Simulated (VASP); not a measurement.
Set up this calculation in VASP 6.6.1, as the native input.

```
Task                   : relaxation of cell and atoms
Functional             : PBE
Potentials or basis    : VASP PAW PBE potentials, release 64 (Mg, H, Ir)
Cutoff                 : 600 eV
k mesh                 : 6 × 6 × 4
Occupations            : gaussian, width 0.1 eV
Spin                   : no spin polarisation
Dipole correction      : no
Further INCAR settings : ALGO = Fast; EDIFF = 1e-06; IBRION = 2; EDIFFG = -0.04; NSW = 90; ISIF = 3
```

The structure of MgH2Ir2 lies in POSCAR:

```
MgH2Ir2
1.0
    3.3749976400      0.0000000000      0.0000000000
   -1.6874988200      2.9228336900      0.0000000000
    0.0000000000      0.0000000000      6.9191293900
Mg H Ir
1 2 2
Direct
    0.0000000000      0.0000000000      0.5000000000
    0.3333333300      0.6666666700      0.0000000000
    0.6666666700      0.3333333300      0.0000000000
    0.0000000000      0.0000000000      0.7981457500
    0.0000000000      0.0000000000      0.2018542500
```

The cell was generated, and may not be a known phase.

The input as run:

INCAR

```
SYSTEM = MgH2Ir2
  PREC = Accurate
  ENCUT = 600
  EDIFF = 1E-6
  ISMEAR = 0
  SIGMA = 0.1
  LREAL = .False.
  LASPH = .True.
  NELM = 80
  ALGO = Fast
  ISIF = 3
  LWAVE = .False.
  LCHARG = .False.
  GGA = PE
  IBRION = 2
  NSW = 90
  EDIFFG = -0.04
```

KPOINTS

```
regular mesh
0
Gamma
  6 6 4
  0 0 0
```

Potentials or basis: VASP PAW PBE potentials, release 64 (Mg, H, Ir).

Launch:

```bash
$ cat potpaw_PBE.64/Mg/POTCAR potpaw_PBE.64/H/POTCAR potpaw_PBE.64/Ir/POTCAR > POTCAR
$ mpirun -np 1 vasp_std > vasp.out
```

It gave:

The relaxed volume is 10.98 Å³/atom, the relaxed cell is a = 2.818 Å, b = 2.818 Å, c = 7.982 Å, α = 90.00°, β = 90.00°, γ = 120.00° and the space group after relaxing (to 0.1 Å) is P6/mmm (No. 191). The energy gained by relaxing is 1041.2 meV/atom and the ionic steps are 16. The pressure after relaxing is -0.1 GPa. The largest force after relaxing is 0.005 eV/Å and the band gap on the k mesh is zero (bands 11 and 12 overlap by 3.00 eV).

Caveat: the volume moved by over 15 % at a fixed basis, so the end points are rough; spin-orbit coupling is left out, which moves the levels of the heavy elements.

Run time: 8.7 min on 1 thread of Oxide Virtual Turin-like Processor (shared host), peak memory 0.2 GiB.
